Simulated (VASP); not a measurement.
# Pd: single point with r2SCAN

Crystal: Pd.

```
Pd
1.0
     1.37655    0.79475    6.83789
    -1.37655    0.79475    6.83789
     0.00000   -1.58951    6.83789
Pd
3
Direct
  0.00000 0.00000 0.00000
  0.22241 0.22241 0.22241
  0.77759 0.77759 0.77759
```

```json
{
 "Program": "VASP 6.6.1",
 "Task": "single point",
 "Functional": "r2SCAN",
 "Potentials or basis": "VASP PAW PBE potentials, release 64 (Pd)",
 "Cutoff": "520 eV",
 "k mesh": "9 × 9 × 9",
 "Occupations": "gaussian, width 0.1 eV",
 "Spin": "no spin polarisation"
}
```

- Pressure: 0.5 GPa
- Largest force: 0.005 eV/Å
- Band gap on the k mesh: zero (band 15 reaches 9.52 eV, above the bottom of band 16 at 8.35 eV)

Forces on the atoms (eV/Å):
```
Pd   0.000  0.000  0.000
Pd   0.000  0.000  0.005
Pd   0.000  0.000 -0.005
```

Stress tensor (GPa, compression positive):
```
0.60 0.00 0.00
0.00 0.60 0.00
0.00 0.00 0.43
```

Levels at points of the mesh, in eV from the Fermi level:
| k point | band 13 | band 14 | band 15 | band 16 | band 17 | band 18 | band 19 | band 20 |
| --- | --- | --- | --- | --- | --- | --- | --- | --- |
| (0.00, 0.00, 0.00) | -1.59 | -1.59 | -0.63 | -0.63 | -0.42 | -0.42 | 11.63 | 11.71 |

Run time: 16 min on 1 thread of AMD EPYC 9R45 96-Core Processor (Zen 5) (shared host), peak memory 0.43 GiB.

Caveat: the PAW data sets were made with another functional, which shifts forces and pressure a little.
